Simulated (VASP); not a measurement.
# Te2Mo (P6_3/mmc) in VASP: a series of runs, part 3 of 3

VASP 6.6.1.

## 6. Single point, PBEsol (strain -0.025 along x and y, +0.050 along z)

File INCAR:

```
SYSTEM = Te2Mo
PREC     = Accurate       ! precision mode
ENCUT    = 520            ! plane-wave cutoff, eV
EDIFF    = 1E-6           ! SCF threshold, eV
ISMEAR   = 0              ! smearing method
SIGMA    = 0.05           ! smearing width, eV
LREAL    = .False.        ! projectors in reciprocal space
LASPH    = .True.         ! aspherical terms in the spheres
NELM     = 80             ! most SCF steps
ALGO     = Normal         ! electronic algorithm
ISIF     = 2              ! what is computed and relaxed
LWAVE    = .False.        ! write WAVECAR
LCHARG   = .False.        ! write CHGCAR
GGA      = PS             ! functional
NBANDS   = 35             ! bands
```

File KPOINTS:

```
regular mesh
0
Gamma
  12 12 2
  0 0 0
```

File POSCAR:

```
Te2Mo
1.0
    3.4066443866      0.0000000000      0.0000000000
   -1.7033221933      2.9502405805      0.0000000000
    0.0000000000      0.0000000000     14.7089659088
Te Mo
4 2
Direct
    0.3333333333      0.6666666667      0.6211281373
    0.6666666667      0.3333333333      0.1211281373
    0.3333333333      0.6666666667      0.8788718627
    0.6666666667      0.3333333333      0.3788718627
    0.3333333333      0.6666666667      0.2500000000
    0.6666666667      0.3333333333      0.7500000000
```

Potentials or basis: VASP PAW PBE potentials, release 64 (Te, Mo_sv).

The run is started by

```
> cat potpaw_PBE.64/Te/POTCAR potpaw_PBE.64/Mo_sv/POTCAR > POTCAR
> mpirun -np 1 vasp_std > vasp.out
```

OUTCAR:

```text
SYSTEM = Te2Mo
   PREC = Accurate
   ENCUT = 520
   EDIFF = 1E-6
   ISMEAR = 0
   LREAL = .False.
   LASPH = .True.
   NELM = 80
   ISIF = 2
   GGA = PS

 ion  position               nearest neighbor table
   1  0.333  0.667  0.621-   6 2.73   6 2.73   6 2.73
   2  0.667  0.333  0.121-   5 2.73   5 2.73   5 2.73
   3  0.333  0.667  0.879-   6 2.73   6 2.73   6 2.73
   4  0.667  0.333  0.379-   5 2.73   5 2.73   5 2.73
   5  0.333  0.667  0.250-   2 2.73   4 2.73   2 2.73   4 2.73   2 2.73   4 2.73
   6  0.667  0.333  0.750-   1 2.73   3 2.73   1 2.73   3 2.73   1 2.73   3 2.73

  LATTYP: Found a hexagonal cell.
 ALAT       =     3.4066443866
 C/A-ratio  =     4.3177286032

  Lattice vectors:

 A1 = (   3.4066443866,   0.0000000000,   0.0000000000)
 A2 = (  -1.7033221933,   2.9502405805,   0.0000000000)
 A3 = (   0.0000000000,   0.0000000000,  14.7089659088)

Analysis of symmetry for initial positions (statically):
=====================================================================
 Subroutine PRICEL returns:
 Original cell was already a primitive cell.

 Routine SETGRP: Setting up the symmetry group for a
 hexagonal supercell.

 Subroutine GETGRP returns: Found 24 space group operations
 (whereof 12 operations were pure point group operations)
 out of a pool of 24 trial point group operations.

The static configuration has the point symmetry D_3d.
 The point group associated with its full space group is D_6h.

Analysis of symmetry for dynamics (positions and initial velocities):
=====================================================================
 Subroutine PRICEL returns:
 Original cell was already a primitive cell.

 Routine SETGRP: Setting up the symmetry group for a
 hexagonal supercell.

 Subroutine GETGRP returns: Found 24 space group operations
 (whereof 12 operations were pure point group operations)
 out of a pool of 24 trial point group operations.

[... 131 lines left out ...]
  Fermi-wavevector in a.u.,A,eV,Ry     =   1.155634  2.183832 18.170459  1.335491
  Thomas-Fermi vector in A             =   2.292261
   LORBIT       =      0    0 simple, 1 ext, 2 COOP (PROOUT), +10 PAW based schemes
   GGA     = PS    functional components
   LHFCALC =     F    Hartree Fock is set to
   AEXX    =    0.0000 exact exchange contribution
   IVDW    =     0    specifies the selected vdW correction
   LEPSILON=     F    determine dielectric tensor
   LRPA    =     F    only Hartree local field effects (RPA)
 non-spin polarized calculation
 Gauss-broadening in eV      SIGMA  =   0.05
  energy-cutoff  :      520.00
  volume of cell :      147.83
 maximum number of plane-waves:      4006
 NGX is ok and might be reduce to    28
   NGX = 13   NGY = 13   NGZ = 55

 number of electron      51.9999999 magnetization

 Free energy of the ion-electron system (eV)
  ---------------------------------------------------
  ext. energy  EPLUGINS =         0.00000000
  ---------------------------------------------------
  free energy    TOTEN  =       -39.21389735 eV

  energy without entropy =      -39.21389735  energy(sigma->0) =      -39.21389735

 E-fermi :   8.5547     XC(G=0): -10.6355

 val. band max:        8.2731780100   @ k =   0.5000  -0.0000   0.0000
 cond. band min:       8.7848250572   @ k =   0.2500   0.1667   0.0000
 fundamental gap:      0.5116470472
 Fermi energy:         8.5547092164

 k-point     1 :       0.0000    0.0000    0.0000
  band No.  band energies     occupation
      1     -52.4686      2.00000
      2     -52.4686      2.00000
      3     -26.7226      2.00000
      4     -26.7225      2.00000
      5     -26.4745      2.00000
      6     -26.4745      2.00000
[... 901 lines left out ...]
     34      11.7568      0.00000
     35      13.5018      0.00000

 [... further k-points ...]

------------------------ aborting loop because EDIFF is reached ----------------------------------------

  FORCE on cell =-STRESS in cart. coord.  units (eV):
  Direction    XX          YY          ZZ          XY          YZ          ZX
  --------------------------------------------------------------------------------------
  -------------------------------------------------------------------------------------
  Total        1.8302864      1.8302864     -5.6923095      0.0000000     -0.0000000     -0.0000000
  in kB       19.8364182     19.8364182    -61.6925488      0.0000000     -0.0000000     -0.0000000
  external PRESSURE =      -7.3399042 kB  Pullay stress =       0.0000000 kB

 VOLUME and BASIS-vectors are now :
 -----------------------------------------------------------------------------
  energy-cutoff  :      520.00
  volume of cell :      147.83
      direct lattice vectors                 reciprocal lattice vectors
     3.406644387  0.000000000  0.000000000     0.293543994  0.169477704  0.000000000
    -1.703322193  2.950240581  0.000000000     0.000000000  0.338955408  0.000000000
     0.000000000  0.000000000 14.708965909     0.000000000  0.000000000  0.067985745

 POSITION                                       TOTAL-FORCE (eV/Angst)
 -----------------------------------------------------------------------------------
     -0.00000      1.96683      9.13615         0.000000      0.000000      0.658390
      1.70332      0.98341      1.78167         0.000000     -0.000000      0.658390
     -0.00000      1.96683     12.92730         0.000000     -0.000000     -0.658390
      1.70332      0.98341      5.57281         0.000000      0.000000     -0.658390
     -0.00000      1.96683      3.67724        -0.000000      0.000000     -0.000000
      1.70332      0.98341     11.03172         0.000000     -0.000000     -0.000000
 -----------------------------------------------------------------------------------
    total drift:                               -0.000000      0.000000     -0.000000

  FREE ENERGIE OF THE ION-ELECTRON SYSTEM (eV)
  ---------------------------------------------------
  free  energy   TOTEN  =       -39.2138973546 eV

  energy  without entropy=      -39.2138973546  energy(sigma->0) =      -39.21389735
```

OSZICAR:

```text
N       E                     dE             d eps       ncg     rms          rms(c)
DAV:   1     0.398574720321E+03    0.39857E+03   -0.26897E+04  3036   0.133E+03
DAV:   2    -0.182885033962E+02   -0.41686E+03   -0.40298E+03  3239   0.321E+02
DAV:   3    -0.402382104725E+02   -0.21950E+02   -0.21456E+02  3322   0.638E+01
DAV:   4    -0.407406903533E+02   -0.50248E+00   -0.50046E+00  3056   0.946E+00
DAV:   5    -0.407536249998E+02   -0.12935E-01   -0.12929E-01  3413   0.157E+00    0.232E+01
DAV:   6    -0.397121614258E+02    0.10415E+01   -0.58492E+00  2938   0.129E+01    0.838E+00
DAV:   7    -0.397172923341E+02   -0.51309E-02   -0.52336E+00  2804   0.101E+01    0.597E+00
DAV:   8    -0.392155331513E+02    0.50176E+00   -0.13617E+00  2805   0.586E+00    0.299E+00
DAV:   9    -0.392235133772E+02   -0.79802E-02   -0.19862E-01  3065   0.191E+00    0.144E+00
DAV:  10    -0.392141248516E+02    0.93885E-02   -0.50695E-02  2874   0.129E+00    0.524E-01
DAV:  11    -0.392140799613E+02    0.44890E-04   -0.25917E-03  2860   0.261E-01    0.292E-01
DAV:  12    -0.392140305034E+02    0.49458E-04   -0.35012E-04  3069   0.779E-02    0.264E-01
DAV:  13    -0.392139051200E+02    0.12538E-03   -0.33465E-04  2859   0.915E-02    0.696E-02
DAV:  14    -0.392139033275E+02    0.17924E-05   -0.17700E-05  2801   0.173E-02    0.661E-02
DAV:  15    -0.392139018424E+02    0.14851E-05   -0.67483E-07  1600   0.438E-03    0.467E-02
DAV:  16    -0.392138976754E+02    0.41669E-05   -0.87984E-06  2922   0.156E-02    0.119E-02
DAV:  17    -0.392138973546E+02    0.32086E-06   -0.83083E-07  1393   0.441E-03
   1 F= -.39213897E+02 E0= -.39213897E+02  d E =-.743460E-12
```

stdout:

```text
POSCAR found type information on POSCAR TeMo
 POSCAR found :  2 types and       6 ions
 scaLAPACK will be used
 -----------------------------------------------------------------------------
|                                                                             |
|                                                                             |
|     You enforced a specific xc type in the INCAR file but a different       |
|     I HOPE YOU KNOW WHAT YOU ARE DOING!                                     |
|                                                                             |
 -----------------------------------------------------------------------------

 LDA part: xc-table for (Slater+PW92), standard interpolation
 POSCAR, INCAR and KPOINTS ok, starting setup
 FFT: planning ... GRIDC
 FFT: planning ... GRID_SOFT
 FFT: planning ... GRID
 WAVECAR not read
 entering main loop
```

Wall time 2.1 min (1 thread of Intel Xeon 6975P-C (Granite Rapids), shared host); peak memory 0.38 GiB.

What came out:

* Free energy: -39.2139 eV
* Pressure: -0.7 GPa
* Largest force: 0.658 eV/Å
* Band gap on the k mesh: 0.51 eV (least direct gap 0.94 eV)

Forces in eV/Å, atoms in the order of the input:
```
Te   0.000  0.000  0.658
Te   0.000  0.000  0.658
Te   0.000  0.000 -0.658
Te   0.000  0.000 -0.658
Mo   0.000  0.000  0.000
Mo   0.000  0.000  0.000
```

Stress tensor (GPa, compression positive):
```
 1.98  0.00  0.00
 0.00  1.98  0.00
 0.00  0.00 -6.17
```

Caveat: the cell differs from its parent crystal (strain -0.025 along x and y, +0.050 along z); the PAW data sets were made with another functional, which shifts forces and pressure a little; spin-orbit coupling is left out, which moves the levels of the heavy elements; this functional lacks dispersion, which binds the layers, so the pressure and a relaxed spacing across them are unreliable.

## 7. Overview

```csv
cell,gap on the mesh (eV),pressure (GPa),largest force (eV/Å)
"a = 3.319, b = 3.319, c = 14.709 Å, angles 90.0, 90.0, 120.0°, 6 atoms",0.27,5.0,0.20
"a = 3.494, b = 3.494, c = 13.308 Å, angles 90.0, 90.0, 120.0°, 6 atoms",0.43,7.3,1.37
"a = 3.407, b = 3.407, c = 14.009 Å, angles 90.0, 90.0, 120.0°, 6 atoms",0.76,5.6,0.53
"a = 3.494, b = 3.494, c = 13.658 Å, angles 90.0, 90.0, 120.0°, 6 atoms",0.63,3.4,0.67
"a = 3.407, b = 3.407, c = 14.709 Å, angles 90.0, 90.0, 120.0°, 6 atoms",0.51,-0.7,0.66
```

Alike in all rows: task single point; level PBEsol; potentials or basis VASP PAW PBE potentials, release 64 (Te, Mo_sv); no spin polarisation; k mesh 12 × 12 × 2; cutoff (eV) 520; smearing gaussian 0.05 eV.

Caveats: the PAW data sets were made with another functional, which shifts forces and pressure a little; spin-orbit coupling is left out, which moves the levels of the heavy elements; this functional lacks dispersion, which binds the layers, so the pressure and a relaxed spacing across them are unreliable; the cell stands under pressure (at least some runs).

Absolute energies hang on the potentials; compare differences alone.
